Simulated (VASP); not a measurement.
Runs of VASP 6.6.1 on Ni. The structure is that of space group Fm-3m (No. 225), or close to it. The cells are those of the table. 

```tsv
cell	gap on the mesh (eV)	pressure (GPa)	moment (μB)
a = 2.600 Å, angles 60.0°, 1 atom	none	-26.5	0.66
a = 2.402, b = 2.402, c = 2.300 Å, angles 61.4, 61.4, 57.2°, 1 atom	none	31.2	(b)
a = 2.300 Å, angles 60.0°, 1 atom	none	67.2	(c)
a = 2.400 Å, angles 60.0°, 1 atom	none	15.8	0.60
a = 2.351, b = 2.351, c = 2.300 Å, angles 60.7, 60.7, 58.6°, 1 atom	none	(a)	0.56
```

Alike in all rows: task single point; level PBEsol; potentials or basis VASP PAW PBE potentials, release 64 (Ni); spin collinear, ferromagnetic start; k mesh 22 × 22 × 22; cutoff (eV) 520; smearing gaussian 0.15 eV.

Estimate the missing entries.

(a) 46.8; (b) 0.57; (c) 0.54.

Caveats: the PAW data sets were made with another functional, which shifts forces and pressure a little.

A gap of «none» marks levels without a gap at the run's occupations.
